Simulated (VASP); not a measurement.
# Ta (Im-3m) in VASP: elastic constants with PBEsol

Aim: the elastic constants of Ta with PBEsol.

Program: VASP 6.6.1. These are calculated values, not measurements. Logs are shortened: lines on timing, memory, paths and dates and some standing lists are left out, and cuts for length are marked.

## (1) The cell of the first run

The structure is cubic, space group Im-3m (No. 229). Conventional cell: a = 3.284 Å, b = 3.284 Å, c = 3.284 Å, α = 90.00°, β = 90.00°, γ = 90.00°. Ta (site symmetry m-3m) has 14 Ta at 2.84 to 3.28 Å within 3.7 Å.

## (2) Elastic constants, PBEsol

Input file INCAR:

```
PREC = Accurate ; ENCUT = 600
EDIFF = 1E-8 ; ISMEAR = -1
SIGMA = 0.15 ; LREAL = False
LASPH = True ; NELM = 100
ALGO = Fast ; ISIF = 3
LWAVE = False ; LCHARG = False
GGA = PS ; NBANDS = 12
IBRION = 6 ; NFREE = 2
POTIM = 0.015 ; NSW = 1
```

Input file KPOINTS:

```
regular mesh
0
Gamma
  20 20 20
```

Input file POSCAR:

```
Ta
1.0
   -1.6418650250      1.6418650250      1.6418650250
    1.6418650250     -1.6418650250      1.6418650250
    1.6418650250      1.6418650250     -1.6418650250
Ta
1
Direct
    0.0000000000      0.0000000000      0.0000000000
```

Potentials or basis: VASP PAW PBE potentials, release 64 (Ta_pv).

Launch:

```
$ cat potpaw_PBE.64/Ta_pv/POTCAR > POTCAR
$ mpirun -np 1 vasp_std > vasp.out
```

OUTCAR:

```text
PREC = Accurate
   ENCUT = 600
   EDIFF = 1E-8
   ISMEAR = -1
   LREAL = False
   LASPH = True
   NELM = 100
   ISIF = 3
   GGA = PS
   IBRION = 6
   NFREE = 2
   POTIM = 0.015
   NSW = 1

 ion  position               nearest neighbor table
   1  0.000  0.000  0.000-

  LATTYP: Found a body centered cubic cell.
 ALAT       =     3.2837300500

  Lattice vectors:

 A1 = (  -1.6418650250,   1.6418650250,   1.6418650250)
 A2 = (   1.6418650250,  -1.6418650250,   1.6418650250)
 A3 = (   1.6418650250,   1.6418650250,  -1.6418650250)

Analysis of symmetry for initial positions (statically):
=====================================================================
 Subroutine PRICEL returns:
 Original cell was already a primitive cell.

 Routine SETGRP: Setting up the symmetry group for a
 body centered cubic supercell.

 Subroutine GETGRP returns: Found 48 space group operations
 (whereof 48 operations were pure point group operations)
 out of a pool of 48 trial point group operations.

The static configuration has the point symmetry O_h .

Analysis of symmetry for dynamics (positions and initial velocities):
=====================================================================
 Subroutine PRICEL returns:
 Original cell was already a primitive cell.

 Routine SETGRP: Setting up the symmetry group for a
 body centered cubic supercell.

 Subroutine GETGRP returns: Found 48 space group operations
 (whereof 48 operations were pure point group operations)
 out of a pool of 48 trial point group operations.

The dynamic configuration has the point symmetry O_h .

 Subroutine INISYM returns: Found 48 space group operations
 (whereof 48 operations are pure point group operations),
 and found     1 'primitive' translations

----------------------------------------------------------------------------------------

[... 332 lines left out ...]

 k-point     1 :       0.0000    0.0000    0.0000
  band No.  band energies     occupation
      1     -27.4914      2.00000
      2     -27.4914      2.00000
      3     -27.4914      2.00000
      4      -2.5350      2.00000
      5       6.1821      0.01907
      6       6.1821      0.01907
      7       6.1821      0.01907
      8       9.5134      0.00000
      9       9.5134      0.00000
     10      20.5819      0.00000
     11      20.5819      0.00000
     12      20.5819      0.00000
[... 331 lines left out ...]
 k-point    24 :       0.2500    0.1000    0.0000
  band No.  band energies     occupation
      1     -28.3464      2.00000
      2     -27.7721      2.00000
      3     -27.5406      2.00000
      4       0.7115      2.00000
      5       4.5249      1.99670
      6       5.0234      1.91227
      7       8.7961      0.00000
      8      10.1585      0.00000
      9      10.3890      0.00000
     10      19.9102      0.00000
     11      20.2169      0.00000
     12      21.4981      0.00000

 [... further k-points ...]
[... 5 lines left out ...]
  --------------------------------------------------------------------------------------
  -------------------------------------------------------------------------------------
  Total        0.0228008      0.0228008      0.0228008      0.0000000      0.0000000     -0.0000000
  in kB        2.0634194      2.0634194      2.0634194      0.0000000      0.0000000     -0.0000000
  external PRESSURE =       2.0634194 kB  Pullay stress =       0.0000000 kB
[... 16 lines left out ...]
  FREE ENERGIE OF THE ION-ELECTRON SYSTEM (eV)
  ---------------------------------------------------
  free  energy   TOTEN  =       -12.5990037031 eV

  energy  without entropy=      -12.5059898178  energy(sigma->0) =      -12.55249676

 INTERNAL STRAIN TENSORS FROM STRAINED CELLS
 ============================================

 INTERNAL STRAIN TENSOR FOR ION    1 for displacements in x,y,z  (eV/Angst):
          X           Y           Z          XY          YZ          ZX
  --------------------------------------------------------------------------------
  x    -0.00000     0.00000    -0.00000     0.00000     0.00000     0.00000
  y     0.00000    -0.00000     0.00000     0.00000     0.00000     0.00000
  z     0.00000    -0.00000    -0.00000    -0.00000     0.00000    -0.00000

 INTERNAL STRAIN TENSORS FROM DISPLACED ATOMS
 ============================================

 INTERNAL STRAIN TENSOR FOR ION    1 for displacements in x,y,z  (eV/Angst):
          X           Y           Z          XY          YZ          ZX
  --------------------------------------------------------------------------------
  x     0.00000     0.00000     0.00000     0.00000     0.00000     0.00000
  y     0.00000     0.00000     0.00000     0.00000     0.00000     0.00000
  z     0.00000     0.00000     0.00000     0.00000     0.00000     0.00000

 Eigenvectors and eigenvalues of the dynamical matrix
 ----------------------------------------------------

   1 f  =    0.000000 THz     0.000000 2PiTHz    0.000000 cm-1     0.000000 meV
             X         Y         Z           dx          dy          dz
      0.000000  0.000000  0.000000     0.624695   -0.780869    0.000000

   2 f  =    0.000000 THz     0.000000 2PiTHz    0.000000 cm-1     0.000000 meV
             X         Y         Z           dx          dy          dz
      0.000000  0.000000  0.000000    -0.780869   -0.624695    0.000000

   3 f  =    0.000000 THz     0.000000 2PiTHz    0.000000 cm-1     0.000000 meV
             X         Y         Z           dx          dy          dz
      0.000000  0.000000  0.000000     0.000000    0.000000    1.000000

--------------------------------------------------------------------------------------------------------

 ELASTIC MODULI CONTR FROM IONIC RELAXATION (kBar)
 Direction    XX          YY          ZZ          XY          YZ          ZX
 --------------------------------------------------------------------------------
 XX           0.0000      0.0000      0.0000      0.0000      0.0000      0.0000
 YY           0.0000      0.0000      0.0000      0.0000      0.0000      0.0000
 ZZ           0.0000      0.0000      0.0000      0.0000      0.0000      0.0000
 XY           0.0000      0.0000      0.0000      0.0000      0.0000      0.0000
 YZ           0.0000      0.0000      0.0000      0.0000      0.0000      0.0000
 ZX           0.0000      0.0000      0.0000      0.0000      0.0000      0.0000
 --------------------------------------------------------------------------------

 TOTAL ELASTIC MODULI (kBar)
 Direction    XX          YY          ZZ          XY          YZ          ZX
 --------------------------------------------------------------------------------
 XX        2861.3386   1694.8416   1694.8416      0.0000      0.0000     -0.0000
 YY        1694.8416   2861.3386   1694.8416     -0.0000      0.0000     -0.0000
 ZZ        1694.8416   1694.8416   2861.3386     -0.0000     -0.0000     -0.0000
 XY           0.0000     -0.0000     -0.0000    739.9040     -0.0000      0.0000
 YZ           0.0000      0.0000     -0.0000     -0.0000    739.9040      0.0000
 ZX          -0.0000     -0.0000     -0.0000      0.0000      0.0000    739.9040
 --------------------------------------------------------------------------------
```

stdout:

```text
POSCAR found type information on POSCAR Ta
 POSCAR found :  1 types and       1 ions
 scaLAPACK will be used
 -----------------------------------------------------------------------------
|                                                                             |
|                                                                             |
|     You enforced a specific xc type in the INCAR file but a different       |
|     I HOPE YOU KNOW WHAT YOU ARE DOING!                                     |
[... 36 lines left out ...]
 Finite differences progress:
 bond charge predicted
 Finite differences progress:
 bond charge predicted
 Finite differences progress:
 bond charge predicted
 Finite differences progress:
 bond charge predicted
 Finite differences progress:
 bond charge predicted
 Finite differences progress:
 bond charge predicted
 Finite differences progress:
```

It took 23 min on 1 thread of AMD EPYC 9R45 (Zen 5), shared host; peak memory 0.89 GiB.

What came out:

```yaml
Elastic_constants_C11_C12_C44: 286, 169, 74 GPa
Voigt_bulk_modulus: 208 GPa
```

Elastic tensor in Voigt notation (GPa, in the Cartesian axes of the cell as first typed):
```
286 169 169   0   0   0
169 286 169   0   0   0
169 169 286   0   0   0
  0   0   0  74   0   0
  0   0   0   0  74   0
  0   0   0   0   0  74
```

Clamped-ion elastic tensor (GPa):
```
286 169 169   0   0   0
169 286 169   0   0   0
169 169 286   0   0   0
  0   0   0  74   0   0
  0   0   0   0  74   0
  0   0   0   0   0  74
```

Caveat: the PAW data sets were made with another functional, which shifts forces and pressure a little; spin-orbit coupling is left out, which moves the levels of the heavy elements.
